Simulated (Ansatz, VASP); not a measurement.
# One calculation of C, two programs

INCAR

```
PREC = Accurate
ENCUT = 520
EDIFF = 1E-6
ISMEAR = 0
SIGMA = 0.05
LREAL = F
LASPH = T
NELM = 100
ALGO = Normal
ISIF = 2
LWAVE = F
LCHARG = F
GGA = CA
NBANDS = 36
```

KPOINTS

```
regular mesh
0
Gamma
  12 12 2
```

POSCAR

```
C
1.0
    2.5503000000      0.0000000000      0.0000000000
   -1.2751500000      2.2086245873      0.0000000000
    0.0000000000      0.0000000000     12.4967000000
C
12
Direct
    0.0000000000      0.0000000000      0.1868599868
    0.0000000000      0.0000000000      0.6868599868
    0.0000000000      0.0000000000      0.3131400132
    0.0000000000      0.0000000000      0.8131400132
    0.3333333333      0.6666666667      0.5207718743
    0.6666666667      0.3333333333      0.0207718743
    0.3333333333      0.6666666667      0.9792281257
    0.6666666667      0.3333333333      0.4792281257
    0.3333333333      0.6666666667      0.6450609412
    0.6666666667      0.3333333333      0.1450609412
    0.3333333333      0.6666666667      0.8549390588
    0.6666666667      0.3333333333      0.3549390588
```

Input for Ansatz:

```yaml
crystal:
  lattice:
    - [2.5503, 0.0, 0.0]
    - [-1.27515, 2.2086245873, 0.0]
    - [0.0, 0.0, 12.4967]
  atoms:
    - { symbol: C, position: [0.0, 0.0, 0.1868599868] }
    - { symbol: C, position: [0.0, 0.0, 0.6868599868] }
    - { symbol: C, position: [0.0, 0.0, 0.3131400132] }
    - { symbol: C, position: [0.0, 0.0, 0.8131400132] }
    - { symbol: C, position: [0.3333333333, 0.6666666667, 0.5207718743] }
    - { symbol: C, position: [0.6666666667, 0.3333333333, 0.0207718743] }
    - { symbol: C, position: [0.3333333333, 0.6666666667, 0.9792281257] }
    - { symbol: C, position: [0.6666666667, 0.3333333333, 0.4792281257] }
    - { symbol: C, position: [0.3333333333, 0.6666666667, 0.6450609412] }
    - { symbol: C, position: [0.6666666667, 0.3333333333, 0.1450609412] }
    - { symbol: C, position: [0.3333333333, 0.6666666667, 0.8549390588] }
    - { symbol: C, position: [0.6666666667, 0.3333333333, 0.3549390588] }
basis:
  ecutwfc: 520.0
kpoints:
  mp_grid: { grid: [12, 12, 2] }
hamiltonian:
  xc: lda
  pseudopotentials: { kind: paw, azcp: { folder: soft_1 } }
scf:
  occupations: { method: gaussian, width: 0.05 }
output:
  forces: true
  stress: true
  eigenvalues: true
```

Alike in both runs: task single point; functional LDA; k mesh 12 × 12 × 2; occupations gaussian, width 0.05 eV; no spin polarisation.

|  | VASP | Ansatz |
| --- | --- | --- |
| version | VASP 6.6.1 | Ansatz 0.2.0 |
| potentials or method | VASP PAW LDA potentials, release 64 (C), cutoff 520 eV | scalar-relativistic, plane waves, PAW |
| valence electrons in the cell | 48 | 48 |

|  | VASP | Ansatz | Ansatz less VASP |
| --- | --- | --- | --- |
| gap on the k mesh at the Fermi level (eV) | 4.29 | 4.30 | +0.008 |
| least direct gap on the mesh (eV) | 5.18 | 5.19 | +0.002 |
| pressure (GPa) | -24.7 | -26.1 | -1.38 |
| traceless stress, the component that is largest in VASP (GPa) | 4.66 | 4.65 | -0.019 |
| rms of the force components (eV/Å) | 0.019 | 0.019 | +0.0002 |

Ansatz warns that its potentials were made for another functional, while VASP's fit it. LDA's correlation is that of Perdew and Zunger in VASP and of Perdew and Wang (1992) in Ansatz. Atom by atom the forces differ by 0.001 eV/Å (rms over components).
